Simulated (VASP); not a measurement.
# GdB (Pm-3m) in VASP: further runs

GdB is run at these levels: PBE; tasks: single point, relaxation of cell and atoms.

Program: VASP 6.6.1. These are calculated values, not measurements. Logs are shortened: lines on timing, memory, paths and dates and some standing lists are left out, and cuts for length are marked.

### 1 The cell of the first run

Symmetry: Pm-3m, No. 221, cubic system. Conventional cell: a = 3.245 Å, b = 3.245 Å, c = 3.245 Å, α = 90.00°, β = 90.00°, γ = 90.00°. Gd (site symmetry m-3m) has 8 B at 2.81 Å and 6 Gd at 3.25 Å within 3.7 Å. Within 3.7 Å of B (site symmetry m-3m) lie 8 Gd at 2.81 Å and 6 B at 3.25 Å.

The cell was generated, and may not be a known phase.

### 2 Single point, PBE, collinear spin, ferromagnetic start

Input file INCAR:

```
PREC = Accurate
ENCUT = 520
EDIFF = 1E-6
ISMEAR = 0
SIGMA = 0.1
LREAL = False
LASPH = True
NELM = 150
ALGO = Normal
ISIF = 2
LWAVE = False
LCHARG = False
ISPIN = 2
MAGMOM = 7 0
LORBIT = 11
LMAXMIX = 6
GGA = PE
NBANDS = 22
```

Input file KPOINTS:

```
Automatic mesh
0
Gamma
  6 6 6
```

Input file POSCAR:

```
GdB
1.0
    3.2452918819      0.0000000000      0.0000000000
    0.0000000000      3.2452918819      0.0000000000
    0.0000000000      0.0000000000      3.2452918819
Gd B
1 1
Direct
    0.0000000000      0.0000000000      0.0000000000
    0.5000000000      0.5000000000      0.5000000000
```

Potentials or basis: VASP PAW PBE potentials, release 64 (Gd, B).

Run with:

```bash
cat potpaw_PBE.64/Gd/POTCAR potpaw_PBE.64/B/POTCAR > POTCAR
mpirun -np 1 vasp_std > vasp.out
```

OUTCAR:

```text
PREC = Accurate
   ENCUT = 520
   EDIFF = 1E-6
   ISMEAR = 0
   LREAL = False
   LASPH = True
   NELM = 150
   ISIF = 2
   ISPIN = 2
   LORBIT = 11
   GGA = PE

 ion  position               nearest neighbor table
   1  0.000  0.000  0.000-   2 2.81   2 2.81   2 2.81   2 2.81   2 2.81   2 2.81   2 2.81   2 2.81

   2  0.500  0.500  0.500-   1 2.81   1 2.81   1 2.81   1 2.81   1 2.81   1 2.81   1 2.81   1 2.81

  LATTYP: Found a simple cubic cell.
 ALAT       =     3.2452918819

  Lattice vectors:

 A1 = (   3.2452918819,   0.0000000000,   0.0000000000)
 A2 = (   0.0000000000,   3.2452918819,   0.0000000000)
 A3 = (   0.0000000000,   0.0000000000,   3.2452918819)

Analysis of symmetry for initial positions (statically):
=====================================================================
 Subroutine PRICEL returns:
 Original cell was already a primitive cell.

 Routine SETGRP: Setting up the symmetry group for a
 simple cubic supercell.

 Subroutine GETGRP returns: Found 48 space group operations
 (whereof 48 operations were pure point group operations)
 out of a pool of 48 trial point group operations.

The static configuration has the point symmetry O_h .

Analysis of symmetry for dynamics (positions and initial velocities):
=====================================================================
 Subroutine PRICEL returns:
 Original cell was already a primitive cell.

 Routine SETGRP: Setting up the symmetry group for a
 simple cubic supercell.

 Subroutine GETGRP returns: Found 48 space group operations
 (whereof 48 operations were pure point group operations)
 out of a pool of 48 trial point group operations.

The dynamic configuration has the point symmetry O_h .

Analysis of structural, dynamic, and magnetic symmetry:
=====================================================================
 Subroutine PRICEL returns:
 Original cell was already a primitive cell.

 Routine SETGRP: Setting up the symmetry group for a
 simple cubic supercell.

 Subroutine GETGRP returns: Found 48 space group operations
 (whereof 48 operations were pure point group operations)
 out of a pool of 48 trial point group operations.

The overall configuration has the point symmetry O_h .

 Subroutine INISYM returns: Found 48 space group operations
 (whereof 48 operations are pure point group operations),
 and found     1 'primitive' translations

[... 110 lines left out ...]
  volume/ion in A,a.u.               =      17.09       115.33
  Fermi-wavevector in a.u.,A,eV,Ry     =   1.391749  2.630024 26.354002  1.936965
  Thomas-Fermi vector in A             =   2.515558
   LORBIT       =     11    0 simple, 1 ext, 2 COOP (PROOUT), +10 PAW based schemes
   GGA     = PE    functional components
   LHFCALC =     F    Hartree Fock is set to
   AEXX    =    0.0000 exact exchange contribution
   IVDW    =     0    specifies the selected vdW correction
   LEPSILON=     F    determine dielectric tensor
   LRPA    =     F    only Hartree local field effects (RPA)
 spin polarized calculation
 Gauss-broadening in eV      SIGMA  =   0.10
  energy-cutoff  :      520.00
  volume of cell :       34.18
 maximum number of plane-waves:       931
   NGX = 13   NGY = 13   NGZ = 13

 number of electron      20.9999986 magnetization       6.9405316

 Free energy of the ion-electron system (eV)
  ---------------------------------------------------
  ext. energy  EPLUGINS =         0.00000000
  ---------------------------------------------------
  free energy    TOTEN  =       -17.85526094 eV

  energy without entropy =      -17.84773780  energy(sigma->0) =      -17.85149937

 E-fermi :   4.0995     XC(G=0): -11.2732

 val. band max:        4.0702284986   @ k =   0.3333   0.0000   0.0000
 cond. band min:       4.1389140982   @ k =   0.5000   0.1667   0.0000
 fundamental gap:      0.0686855997
 Fermi energy:         4.0994540805

 spin component 1

 k-point     1 :       0.0000    0.0000    0.0000
  band No.  band energies     occupation
      1     -40.4174      1.00000
      2     -17.3991      1.00000
      3     -17.3991      1.00000
      4     -17.3991      1.00000
      5      -4.2683      1.00000
      6       0.1069      1.00000
[... 489 lines left out ...]
     21      13.8190      0.00000
     22      13.8190      0.00000
 Fermi energy:         4.0994540805

 spin component 2

 k-point     1 :       0.0000    0.0000    0.0000
  band No.  band energies     occupation
      1     -37.3158      1.00000
      2     -15.1526      1.00000
      3     -15.1526      1.00000
      4     -15.1526      1.00000
      5      -4.1463      1.00000
      6       4.2195      0.04483
[... 489 lines left out ...]
     21      14.4829      0.00000
     22      14.4829      0.00000

------------------------ aborting loop because EDIFF is reached ----------------------------------------

  FORCE on cell =-STRESS in cart. coord.  units (eV):
  Direction    XX          YY          ZZ          XY          YZ          ZX
  --------------------------------------------------------------------------------------
  -------------------------------------------------------------------------------------
  Total       -0.0045234     -0.0045234     -0.0045234      0.0000000      0.0000000     -0.0000000
  in kB       -0.2120387     -0.2120387     -0.2120387      0.0000000      0.0000000     -0.0000000
  external PRESSURE =      -0.2120387 kB  Pullay stress =       0.0000000 kB

 VOLUME and BASIS-vectors are now :
 -----------------------------------------------------------------------------
  energy-cutoff  :      520.00
  volume of cell :       34.18
      direct lattice vectors                 reciprocal lattice vectors
     3.245291882  0.000000000  0.000000000     0.308138693  0.000000000  0.000000000
     0.000000000  3.245291882  0.000000000     0.000000000  0.308138693  0.000000000
     0.000000000  0.000000000  3.245291882     0.000000000  0.000000000  0.308138693

 POSITION                                       TOTAL-FORCE (eV/Angst)
 -----------------------------------------------------------------------------------
      0.00000      0.00000      0.00000         0.000000      0.000000      0.000000
      1.62265      1.62265      1.62265         0.000000      0.000000      0.000000
 -----------------------------------------------------------------------------------
    total drift:                                0.000000      0.000000      0.000000

  FREE ENERGIE OF THE ION-ELECTRON SYSTEM (eV)
  ---------------------------------------------------
  free  energy   TOTEN  =       -17.8552609352 eV

  energy  without entropy=      -17.8477377977  energy(sigma->0) =      -17.85149937

 total charge

# of ion       s       p       d       f       tot
--------------------------------------------------
    1        2.045   5.617   0.602   7.016  15.279
    2        0.739   0.848   0.000   0.000   1.587
--------------------------------------------------
tot          2.784   6.465   0.602   7.016  16.866

 magnetization (x)

# of ion       s       p       d       f       tot
--------------------------------------------------
    1       -0.002  -0.073   0.113   6.751   6.789
    2       -0.028  -0.059   0.000   0.000  -0.087
--------------------------------------------------
tot         -0.030  -0.133   0.113   6.751   6.702
```

stdout:

```text
POSCAR found type information on POSCAR GdB
 POSCAR found :  2 types and       2 ions
 scaLAPACK will be used
 LDA part: xc-table for (Slater+PW92), standard interpolation
 POSCAR, INCAR and KPOINTS ok, starting setup
 FFT: planning ... GRIDC
 FFT: planning ... GRID_SOFT
 FFT: planning ... GRID
 WAVECAR not read
 entering main loop
```

Wall time 38 s (1 thread of Intel Xeon Platinum 8488C (Sapphire Rapids), shared host); peak memory 0.17 GiB.

Results:

- Free energy: -17.8553 eV
- Pressure: 0.0 GPa
- Net moment: 6.94 μB per cell
- Site moments: Gd +6.79; B -0.09 μB
- Valence electrons inside the program's atomic spheres: Gd 15.28; B 1.59

Caveat: spin-orbit coupling is left out, which moves the levels of the heavy elements; a cell with one magnetic atom can't hold antiferromagnetic order, which such compounds often take; semilocal functionals describe open f shells poorly, which spoils levels, moments and volumes. The state reached can hang on the start; a lower one may exist.

### 3 Single point, PBE, collinear spin, ferromagnetic start

This run uses another cell than the first one, of 18.02 Å³/atom.

Input file INCAR:

```
PREC = Accurate
ENCUT = 520
EDIFF = 1E-7
ISMEAR = 0
SIGMA = 0.1
LREAL = F
LASPH = T
NELM = 150
ALGO = Normal
ISIF = 2
LWAVE = F
LCHARG = F
ISPIN = 2
MAGMOM = 7 0
LORBIT = 11
LMAXMIX = 6
GGA = PE
NBANDS = 22
```

KPOINTS is that of step 2.

Input file POSCAR:

```
GdB
1.0
    3.3031881700      0.0000000000      0.0000000000
    0.0000000000      3.3031881700      0.0000000000
    0.0000000000      0.0000000000      3.3031881700
Gd B
1 1
Direct
    0.0000000000      0.0000000000      0.0000000000
    0.5000000000      0.5000000000      0.5000000000
```

Potentials or basis: VASP PAW PBE potentials, release 64 (Gd, B).

Run with:

```bash
cat potpaw_PBE.64/Gd/POTCAR potpaw_PBE.64/B/POTCAR > POTCAR
mpirun -np 1 vasp_std > vasp.out
```

It took 74 s on 1 thread of Intel Xeon Platinum 8488C (Sapphire Rapids), shared host; peak memory 0.19 GiB.

The run converged. Its results:

| Quantity | Value |
| --- | --- |
| Free energy | -17.8298 eV |
| Pressure | -4.4 GPa |
| Net moment | 6.94 μB per cell |
| Site moments | Gd +6.79; B -0.09 μB |
| Valence electrons inside the program's atomic spheres | Gd 15.24; B 1.56 |

Levels at points of the mesh, in eV from the Fermi level:
Spin up:
```tsv
k point	band 11	band 12	band 13	band 14	band 15	band 16	band 17	band 18
(0.00, 0.00, 0.00)	-4.11	-4.02	-0.66	-0.66	2.62	2.62	2.62	5.74
(0.50, 0.00, 0.00)	-4.03	-4.00	-4.00	0.29	0.46	0.46	6.21	6.67
(0.50, 0.50, 0.00)	-4.00	-4.00	-0.59	-0.59	0.07	3.32	3.32	3.44
(0.50, 0.50, 0.50)	-4.02	-3.22	-3.22	-3.22	-2.57	7.86	7.86	7.86
```
Spin down:
```csv
k point,band 3,band 4,band 5,band 6,band 7,band 8,band 9,band 10,band 11,band 12
"(0.00, 0.00, 0.00)",-19.42,-19.42,-8.10,0.19,0.19,0.81,0.81,0.81,1.15,1.15
"(0.50, 0.00, 0.00)",-19.31,-19.31,-5.27,-3.70,0.68,0.68,0.92,1.10,1.18,1.18
"(0.50, 0.50, 0.00)",-20.29,-19.21,-6.07,-0.76,-0.76,0.78,0.99,1.16,1.16,1.38
"(0.50, 0.50, 0.50)",-20.11,-20.11,-3.72,-3.04,-3.04,-3.04,1.18,1.18,1.18,1.34
```

Caveat: the cell stands under tension; spin-orbit coupling is left out, which moves the levels of the heavy elements; a cell with one magnetic atom can't hold antiferromagnetic order, which such compounds often take; semilocal functionals describe open f shells poorly, which spoils levels, moments and volumes.

### 4 Relaxation of cell and atoms, PBE, collinear spin, ferromagnetic start

This run uses another cell than the first one, of 18.02 Å³/atom.

Input file INCAR:

```
SYSTEM = GdB
PREC = Accurate
ENCUT = 600
EDIFF = 1E-7
ISMEAR = 0
SIGMA = 0.1
LREAL = .False.
LASPH = .True.
NELM = 150
ALGO = Normal
ISIF = 3
LWAVE = .False.
LCHARG = .False.
ISPIN = 2
MAGMOM = 7 0
LORBIT = 11
LMAXMIX = 6
GGA = PE
IBRION = 2
NSW = 90
EDIFFG = -0.04
```

Input file KPOINTS:

```
Automatic mesh
0
Gamma
  6 6 6
  0 0 0
```

POSCAR is that of step 3.

Run with:

```bash
cat potpaw_PBE.64/Gd/POTCAR potpaw_PBE.64/B/POTCAR > POTCAR
mpirun -np 1 vasp_std > vasp.out
```

Wall time 3.3 min (1 thread of Intel Xeon Platinum 8488C (Sapphire Rapids), shared host); peak memory 0.21 GiB.

It converged, with:

```yaml
Free_energy: -17.8592 eV
Relaxed_volume: 17.08 Å³/atom
Relaxed_cell: a = 3.245 Å, b = 3.245 Å, c = 3.245 Å, α = 90.00°, β = 90.00°, γ = 90.00°
Space_group_after_relaxing_to_0.1_Å: Pm-3m (No. 221)
Energy_gained_by_relaxing: 13.3 meV/atom
Ionic_steps: 3
Pressure_after_relaxing: 0.0 GPa
Net_moment: 6.94 μB per cell
Site_moments: Gd +6.79; B -0.09 μB
Valence_electrons_inside_the_program's_atomic_spheres: Gd 15.28; B 1.59
```

Step by step:
| step | energy change (eV) | largest force (eV/Å) | pressure (GPa) | volume (Å³) |
| --- | --- | --- | --- | --- |
| 1 | 0.0000 | 0.0000 | -4.34 | 36.04 |
| 2 | -0.0233 | 0.0000 | 1.58 | 33.56 |
| 3 | -0.0265 | 0.0000 | 0.03 | 34.16 |

Final structure:
```cif
data_structure
_symmetry_space_group_name_H-M 'P 1'
_symmetry_Int_Tables_number 1
_cell_length_a 3.2447
_cell_length_b 3.2447
_cell_length_c 3.2447
_cell_angle_alpha 90.000
_cell_angle_beta 90.000
_cell_angle_gamma 90.000
_cell_volume 34.16
loop_
_atom_site_label
_atom_site_type_symbol
_atom_site_fract_x
_atom_site_fract_y
_atom_site_fract_z
_atom_site_occupancy
Gd1 Gd 0.00000 0.00000 0.00000 1
B1 B 0.50000 0.50000 0.50000 1
```

Levels at points of the mesh, in eV from the Fermi level:
Spin up:
| k point | band 10 | band 11 | band 12 | band 13 | band 14 | band 15 | band 16 | band 17 | band 18 |
| --- | --- | --- | --- | --- | --- | --- | --- | --- | --- |
| (0.00, 0.00, 0.00) | -3.99 | -3.99 | -3.88 | -0.76 | -0.76 | 2.77 | 2.77 | 2.77 | 6.06 |
| (0.50, 0.00, 0.00) | -3.91 | -3.91 | -3.86 | -3.86 | 0.26 | 0.44 | 0.44 | 6.57 | 7.04 |
| (0.50, 0.50, 0.00) | -3.96 | -3.86 | -3.85 | -0.51 | -0.51 | 0.10 | 3.45 | 3.45 | 3.58 |
| (0.50, 0.50, 0.50) | -3.88 | -3.88 | -3.43 | -3.43 | -3.43 | -2.38 | 8.41 | 8.41 | 8.41 |
Spin down:
```
           k point  band 5  band 6  band 7  band 8  band 9  band 10
(0.00, 0.00, 0.00)   -8.25    0.12    0.12    0.90    0.90     0.90
(0.50, 0.00, 0.00)   -5.20   -3.80    0.67    0.67    1.01     1.23
(0.50, 0.50, 0.00)   -6.23   -0.72   -0.72    0.85    1.06     1.29
(0.50, 0.50, 0.50)   -3.68   -3.25   -3.25   -3.25    1.31     1.31
```

Caveat: spin-orbit coupling is left out, which moves the levels of the heavy elements; a cell with one magnetic atom can't hold antiferromagnetic order, which such compounds often take; semilocal functionals describe open f shells poorly, which spoils levels, moments and volumes. The state reached can hang on the start; a lower one may exist.

[end of part 1 of 2]
